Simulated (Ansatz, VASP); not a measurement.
SiO2: VASP beside Ansatz

```
CELL_PARAMETERS angstrom
4.23588 0.00000 0.00000
0.00000 3.93937 0.00000
0.00000 0.00000 2.68977
ATOMIC_POSITIONS crystal
Si 0.50000 0.50000 0.50000
Si 0.00000 0.00000 0.00000
O 0.67438 0.71164 0.00000
O 0.17438 0.78836 0.50000
O 0.32562 0.28836 0.00000
O 0.82562 0.21164 0.50000
```

Change from the starting cell: mode 4 frozen in at -0.112 Å, normal strain along y -0.0700.

Alike in both runs: task single point; functional PBE; k mesh 6 × 6 × 8; occupations gaussian, width 0.05 eV; no spin polarisation.

```csv
,VASP,Ansatz
version,VASP 6.6.1,Ansatz 0.2.0
potentials or method,"VASP PAW PBE potentials, release 64 (Si, O), cutoff 520 eV","scalar-relativistic, plane waves, PAW"
valence electrons in the cell,32,32
```

VASP gave:

```
gap on the k mesh at the Fermi level (eV)                     : 6.34
least direct gap on the mesh (eV)                             : 6.34
pressure (GPa)                                                : 22.7
traceless stress, the component that is largest in VASP (GPa) : 12.56
rms of the force components (eV/Å)                            : 0.390
```

Question: Estimate Ansatz's values.

Answer: gap on the k mesh at the Fermi level (eV): 6.35; least direct gap on the mesh (eV): 6.35; pressure (GPa): 22.4; traceless stress, the component that is largest in VASP (GPa): 12.81; rms of the force components (eV/Å): 0.383.

Atom by atom the forces differ by 0.007 eV/Å (rms over components). The functional is the same, so the differences come from potentials, cutoffs and numerics.
